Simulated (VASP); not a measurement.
# InGaAs2 (P-4m2) in VASP: further runs

Runs on InGaAs2. Level: PBEsol. Tasks: single point, relaxation of cell and atoms.

All numbers are computed with VASP 6.6.1; they aren't measurements. Logs are shortened: lines on timing, memory, paths and dates and some standing lists are left out, and cuts for length are marked.

## (1) The cell of the first run

The structure is tetragonal, space group P-4m2 (No. 115). Conventional cell: a = 4.144 Å, b = 4.144 Å, c = 5.904 Å, α = 90.00°, β = 90.00°, γ = 90.00°. Within 3.4 Å of In (site symmetry -4m2) lie 4 As at 2.61 Å. Within 3.3 Å of Ga (site symmetry -4m2) lie 4 As at 2.48 Å. As (site symmetry 2mm) has 2 Ga at 2.48 Å and 2 In at 2.61 Å within 3.3 Å.

## (2) Single point, PBEsol

INCAR

```
PREC = Accurate
ENCUT = 520
EDIFF = 1E-6
ISMEAR = 0
SIGMA = 0.1
LREAL = F
LASPH = T
NELM = 100
ALGO = Normal
ISIF = 2
LWAVE = F
LCHARG = F
GGA = PS
NBANDS = 26
```

KPOINTS

```
regular mesh
0
Gamma
  10 10 8
```

POSCAR

```
InGaAs2
1.0
    4.1441162574      0.0000000000      0.0000000000
    0.0000000000      4.1441162574      0.0000000000
    0.0000000000      0.0000000000      5.9039978346
In Ga As
1 1 2
Direct
    0.0000000000      0.0000000000      0.5000000000
    0.5000000000      0.5000000000      0.0000000000
    0.5000000000      0.0000000000      0.7697097067
    0.0000000000      0.5000000000      0.2302902933
```

Potentials or basis: VASP PAW PBE potentials, release 64 (In_d, Ga_d, As).

Run with:

```
cat potpaw_PBE.64/In_d/POTCAR potpaw_PBE.64/Ga_d/POTCAR potpaw_PBE.64/As/POTCAR > POTCAR
mpirun -np 1 vasp_std > vasp.out
```

OUTCAR:

```text
PREC = Accurate
   ENCUT = 520
   EDIFF = 1E-6
   ISMEAR = 0
   LREAL = F
   LASPH = T
   NELM = 100
   ISIF = 2
   GGA = PS

 ion  position               nearest neighbor table
   1  0.000  0.000  0.500-   3 2.61   4 2.61   4 2.61   3 2.61
   2  0.500  0.500  0.000-   3 2.48   4 2.48   3 2.48   4 2.48
   3  0.500  0.000  0.770-   2 2.48   2 2.48   1 2.61   1 2.61
   4  0.000  0.500  0.230-   2 2.48   2 2.48   1 2.61   1 2.61

  LATTYP: Found a simple tetragonal cell.
 ALAT       =     4.1441162574
 C/A-ratio  =     1.4246699339

  Lattice vectors:

 A1 = (   4.1441162574,   0.0000000000,   0.0000000000)
 A2 = (   0.0000000000,   4.1441162574,   0.0000000000)
 A3 = (   0.0000000000,   0.0000000000,   5.9039978346)

Analysis of symmetry for initial positions (statically):
=====================================================================
 Subroutine PRICEL returns:
 Original cell was already a primitive cell.

 Routine SETGRP: Setting up the symmetry group for a
 simple tetragonal supercell.

 Subroutine GETGRP returns: Found  8 space group operations
 (whereof  8 operations were pure point group operations)
 out of a pool of 16 trial point group operations.

The static configuration has the point symmetry D_2d.

Analysis of symmetry for dynamics (positions and initial velocities):
=====================================================================
 Subroutine PRICEL returns:
 Original cell was already a primitive cell.

 Routine SETGRP: Setting up the symmetry group for a
 simple tetragonal supercell.

 Subroutine GETGRP returns: Found  8 space group operations
 (whereof  8 operations were pure point group operations)
 out of a pool of 16 trial point group operations.

The dynamic configuration has the point symmetry D_2d.

 Subroutine INISYM returns: Found  8 space group operations
 (whereof  8 operations are pure point group operations),
 and found     1 'primitive' translations

----------------------------------------------------------------------------------------

                                     Primitive cell

  volume of cell :     101.3935

  direct lattice vectors                    reciprocal lattice vectors
     4.144116257  0.000000000  0.000000000     0.241305972  0.000000000  0.000000000
     0.000000000  4.144116257  0.000000000     0.000000000  0.241305972  0.000000000
     0.000000000  0.000000000  5.903997835     0.000000000  0.000000000  0.169376756

  length of vectors
     4.144116257  4.144116257  5.903997835     0.241305972  0.241305972  0.169376756

  position of ions in fractional coordinates (direct lattice)
     0.000000000  0.000000000  0.500000000
     0.500000000  0.500000000  0.000000000
     0.500000000  0.000000000  0.769709707
     0.000000000  0.500000000  0.230290293

  ion indices of the primitive-cell ions
   primitive index   ion index
                 1           1
                 2           2
                 3           3
                 4           4

----------------------------------------------------------------------------------------

 KPOINTS: regular mesh

Automatic generation of k-mesh.
 Grid dimensions read from file:
 generate k-points for:   10   10    8

 Generating k-lattice:

  Cartesian coordinates                     Fractional coordinates (reciprocal lattice)
     0.024130597  0.000000000  0.000000000     0.100000000  0.000000000  0.000000000
     0.000000000  0.024130597  0.000000000     0.000000000  0.100000000  0.000000000
     0.000000000  0.000000000  0.021172094     0.000000000  0.000000000  0.125000000

  Length of vectors
     0.024130597  0.024130597  0.021172094

  Shift w.r.t. Gamma in fractional coordinates (k-lattice)
     0.000000000  0.000000000  0.000000000

 Subroutine IBZKPT returns following result:
 ===========================================

 Found    105 irreducible k-points:

 Following reciprocal coordinates:
            Coordinates               Weight
  0.000000  0.000000  0.000000      1.000000
  0.100000  0.000000  0.000000      4.000000
  0.200000  0.000000  0.000000      4.000000
  0.300000  0.000000  0.000000      4.000000
  0.400000  0.000000  0.000000      4.000000
  0.500000  0.000000  0.000000      2.000000
[... 16 lines left out ...]
  0.100000  0.000000  0.125000      8.000000
  0.200000  0.000000  0.125000      8.000000
 [... further k-points ...]
   k-points           NKPTS =    105   k-points in BZ     NKDIM =    105   number of bands    NBANDS=     26
   number of dos      NEDOS =    301   number of ions     NIONS =      4
   total plane-waves  NPLWV =  49152
   dimension x,y,z NGX =    32 NGY =   32 NGZ =   48
   dimension x,y,z NGXF=    64 NGYF=   64 NGZF=   96
   ions per type =               1   1   2
   NGX,Y,Z   is equivalent  to a cutoff of  12.84, 12.84, 13.52 a.u.
   NGXF,Y,Z  is equivalent  to a cutoff of  25.67, 25.67, 27.03 a.u.
 SYSTEM =  unknown system
   PREC   = accura    normal or accurate (medium, high low for compatibility)
   ISTART =      0    job   : 0-new  1-cont  2-samecut
   ICHARG =      2    charge: 1-file 2-atom 10-const
   ISPIN  =      1    spin polarized calculation?
   LNONCOLLINEAR =      F non collinear calculations
   LSORBIT =      F    spin-orbit coupling
   LASPH  =      T    aspherical Exc in radial PAW
   ENCUT  =  520.0 eV  38.22 Ry    6.18 a.u.   7.71  7.71 10.98*2*pi/ulx,y,z
   NELM   =    100;   NELMIN=  2; NELMDL= -5     # of ELM steps
   EDIFF  = 0.1E-05   stopping-criterion for ELM
   LREAL  =      F    real-space projection
   EDIFFG = 0.1E-04   stopping-criterion for IOM
   NSW    =      0    number of steps for IOM
   IBRION =     -1    ionic relax: 0-MD 1-quasi-New 2-CG
   NFREE  =      0    steps in history (QN), initial steepest desc. (CG)
   ISIF   =      2    stress and relaxation
   ISYM   =      2    0-nonsym 1-usesym 2-fastsym
   POTIM  = 0.5000    time-step for ionic-motion
   TEBEG  =    0.0;   TEEND  =   0.0 temperature during run
   PSTRESS=    0.0 pullay stress
   NELECT =      36.0000    total number of electrons
   NUPDOWN=      -1.0000    fix difference up-down
   EMIN   =  10.00;   EMAX   =-10.00  energy-range for DOS
   EFERMI =   0.00;   METHOD = LEGACY
   ISMEAR =     0;   SIGMA  =   0.10  broadening in eV -4-tet -1-fermi 0-gaus
   EFERMI_NEDOS =   21; number of points for ismear=-14 and -15
   IALGO  =     38    algorithm
   IMIX   =      4    mixing-type and parameters
     AMIX     =   0.40;   BMIX     =  1.00
     AMIX_MAG =   1.60;   BMIX_MAG =  1.00
  volume/ion in A,a.u.               =      25.35       171.06
  Fermi-wavevector in a.u.,A,eV,Ry     =   1.159237  2.190641 18.283930  1.343831
  Thomas-Fermi vector in A             =   2.295832
   LORBIT       =      0    0 simple, 1 ext, 2 COOP (PROOUT), +10 PAW based schemes
   GGA     = PS    functional components
   LHFCALC =     F    Hartree Fock is set to
   AEXX    =    0.0000 exact exchange contribution
   IVDW    =     0    specifies the selected vdW correction
   LEPSILON=     F    determine dielectric tensor
   LRPA    =     F    only Hartree local field effects (RPA)
 non-spin polarized calculation
 Gauss-broadening in eV      SIGMA  =   0.10
  energy-cutoff  :      520.00
  volume of cell :      101.39
 maximum number of plane-waves:      2760
 NGX is ok and might be reduce to    32
   NGX = 15   NGY = 15   NGZ = 21

 number of electron      35.9999989 magnetization

 Free energy of the ion-electron system (eV)
  ---------------------------------------------------
  ext. energy  EPLUGINS =         0.00000000
  ---------------------------------------------------
  free energy    TOTEN  =       -17.50319828 eV

  energy without entropy =      -17.50293343  energy(sigma->0) =      -17.50306586

 E-fermi :   4.1272     XC(G=0):  -9.4730

 val. band max:        4.0798871326   @ k =   0.0000   0.0000   0.0000
 cond. band min:       4.6198128915   @ k =   0.5000   0.0000   0.5000
 fundamental gap:      0.5399257589
 Fermi energy:         4.1271832952

 k-point     1 :       0.0000    0.0000    0.0000
  band No.  band energies     occupation
      1     -10.8112      2.00000
      2     -10.7394      2.00000
      3     -10.7394      2.00000
      4     -10.7048      2.00000
      5     -10.6723      2.00000
      6     -10.3654      2.00000
[... 18 lines left out ...]
     25      11.2957      0.00000
     26      13.3638      0.00000

 k-point     2 :       0.1000    0.0000    0.0000
  band No.  band energies     occupation
      1     -10.8093      2.00000
      2     -10.7427      2.00000
      3     -10.7391      2.00000
      4     -10.7037      2.00000
      5     -10.6730      2.00000
      6     -10.3612      2.00000
[... 18 lines left out ...]
     25      11.7384      0.00000
     26      12.6978      0.00000

 k-point     3 :       0.2000    0.0000    0.0000
  band No.  band energies     occupation
      1     -10.8044      2.00000
      2     -10.7512      2.00000
      3     -10.7384      2.00000
      4     -10.7010      2.00000
      5     -10.6748      2.00000
      6     -10.3514      2.00000
[... 18 lines left out ...]
     25      11.8911      0.00000
     26      11.9399      0.00000

 k-point     4 :       0.3000    0.0000    0.0000
  band No.  band energies     occupation
      1     -10.7986      2.00000
      2     -10.7614      2.00000
      3     -10.7375      2.00000
      4     -10.6977      2.00000
      5     -10.6770      2.00000
      6     -10.3432      2.00000
[... 18 lines left out ...]
     25      11.1256      0.00000
     26      11.3143      0.00000

 k-point     5 :       0.4000    0.0000    0.0000
  band No.  band energies     occupation
      1     -10.7940      2.00000
      2     -10.7696      2.00000
      3     -10.7368      2.00000
      4     -10.6950      2.00000
      5     -10.6788      2.00000
      6     -10.3430      2.00000
[... 18 lines left out ...]
     25      10.3252      0.00000
     26      10.5147      0.00000

 k-point     6 :       0.5000    0.0000    0.0000
  band No.  band energies     occupation
      1     -10.7921      2.00000
      2     -10.7728      2.00000
      3     -10.7365      2.00000
      4     -10.6940      2.00000
      5     -10.6795      2.00000
      6     -10.3451      2.00000
[... 427 lines left out ...]
 k-point    21 :       0.5000    0.5000    0.0000
  band No.  band energies     occupation
      1     -10.8003      2.00000
      2     -10.8003      2.00000
      3     -10.7135      2.00000
      4     -10.6908      2.00000
      5     -10.6896      2.00000
      6     -10.3177      2.00000
[... 18 lines left out ...]
     25      13.5086      0.00000
     26      13.6666      0.00000

 k-point    22 :       0.0000    0.0000    0.1250
  band No.  band energies     occupation
      1     -10.8104      2.00000
      2     -10.7392      2.00000
      3     -10.7392      2.00000
      4     -10.7047      2.00000
      5     -10.6723      2.00000
      6     -10.3692      2.00000
[... 18 lines left out ...]
     25      11.6028      0.00000
     26      12.6860      0.00000

 k-point    23 :       0.1000    0.0000    0.1250
  band No.  band energies     occupation
      1     -10.8085      2.00000
      2     -10.7426      2.00000
      3     -10.7389      2.00000
      4     -10.7036      2.00000
      5     -10.6730      2.00000
      6     -10.3648      2.00000
[... 18 lines left out ...]
     25      11.9242      0.00000
     26      12.2356      0.00000

 k-point    24 :       0.2000    0.0000    0.1250
  band No.  band energies     occupation
      1     -10.8039      2.00000
      2     -10.7512      2.00000
      3     -10.7383      2.00000
      4     -10.7009      2.00000
      5     -10.6748      2.00000
      6     -10.3545      2.00000
[... 18 lines left out ...]
     25      11.2109      0.00000
     26      11.7357      0.00000

 [... further k-points ...]
[... 5 lines left out ...]
  --------------------------------------------------------------------------------------
  -------------------------------------------------------------------------------------
  Total        0.0591039      0.0591039      0.0694036      0.0000000      0.0000000      0.0000000
  in kB        0.9339354      0.9339354      1.0966861      0.0000000      0.0000000      0.0000000
  external PRESSURE =       0.9881856 kB  Pullay stress =       0.0000000 kB

 VOLUME and BASIS-vectors are now :
 -----------------------------------------------------------------------------
  energy-cutoff  :      520.00
  volume of cell :      101.39
      direct lattice vectors                 reciprocal lattice vectors
     4.144116257  0.000000000  0.000000000     0.241305972  0.000000000  0.000000000
     0.000000000  4.144116257  0.000000000     0.000000000  0.241305972  0.000000000
     0.000000000  0.000000000  5.903997835     0.000000000  0.000000000  0.169376756

 POSITION                                       TOTAL-FORCE (eV/Angst)
 -----------------------------------------------------------------------------------
      0.00000      0.00000      2.95200         0.000000      0.000000      0.000000
      2.07206      2.07206      0.00000        -0.000000      0.000000      0.000000
      2.07206      0.00000      4.54436        -0.000000     -0.000000      0.000768
      0.00000      2.07206      1.35963        -0.000000      0.000000     -0.000768
 -----------------------------------------------------------------------------------
    total drift:                                0.000000     -0.000000     -0.000000

  FREE ENERGIE OF THE ION-ELECTRON SYSTEM (eV)
  ---------------------------------------------------
  free  energy   TOTEN  =       -17.5031982780 eV

  energy  without entropy=      -17.5029334334  energy(sigma->0) =      -17.50306586
```

Run time: 2.2 min. Hardware: 1 thread of Intel Xeon Platinum 8488C (Sapphire Rapids), shared host; peak memory 0.42 GiB.

What came out:

- Free energy: -17.5032 eV
- Pressure: 0.1 GPa
- Band gap on the k mesh: zero (filled and empty bands touch)

Levels at points of the mesh, in eV from the Fermi level:
| k point | band 15 | band 16 | band 17 | band 18 | band 19 | band 20 | band 21 | band 22 |
| --- | --- | --- | --- | --- | --- | --- | --- | --- |
| (0.00, 0.00, 0.00) | -2.61 | -0.23 | -0.22 | -0.05 | -0.05 | 1.42 | 1.73 | 3.70 |
| (0.50, 0.00, 0.00) | -3.32 | -3.05 | -1.52 | -0.91 | 1.96 | 3.02 | 4.74 | 4.85 |
| (0.50, 0.50, 0.00) | -2.73 | -2.57 | -2.57 | -2.40 | 1.31 | 1.31 | 1.50 | 1.86 |
| (0.00, 0.00, 0.50) | -1.96 | -1.96 | -1.29 | -1.29 | 1.79 | 1.87 | 2.70 | 3.21 |
| (0.50, 0.00, 0.50) | -1.48 | -1.17 | -1.14 | -0.81 | 0.49 | 0.99 | 4.16 | 4.52 |
| (0.50, 0.50, 0.50) | -3.37 | -3.26 | -3.17 | -3.17 | 4.16 | 4.23 | 4.29 | 4.29 |

Caveat: the PAW data sets were made with another functional, which shifts forces and pressure a little; spin-orbit coupling is left out, which moves the levels of the heavy elements.

(Part 1 of 2 ends here.)
